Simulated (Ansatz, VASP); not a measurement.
# H in VASP and in Ansatz

```
CELL_PARAMETERS angstrom
0.00000 1.51353 1.49088
1.51353 0.00000 1.49088
1.51353 1.51353 0.00000
ATOMIC_POSITIONS crystal
H 0.00000 0.00000 0.00000
H 0.25000 0.25000 0.25000
```

Change from the starting cell: z stretched by -1 % at fixed volume.

Alike in both runs: task single point; functional PBE; k mesh 14 × 14 × 14; occupations fermi-dirac, width 0.05 eV; no spin polarisation.

|  | VASP | Ansatz |
| --- | --- | --- |
| version | VASP 6.6.1 | Ansatz 0.2.0 |
| potentials or method | VASP PAW PBE potentials, release 64 (H), cutoff 500 eV | all-electron LAPW, scalar-relativistic |

Ansatz gave:

* pressure (GPa): 0.0
* traceless stress, the component that is largest in VASP (GPa): 0.64

**Question.** Which values does VASP return?

**Answer.** Pressure (GPa): -0.6; traceless stress, the component that is largest in VASP (GPa): 0.64.

Ansatz ran all-electron here, and VASP with PAW potentials.
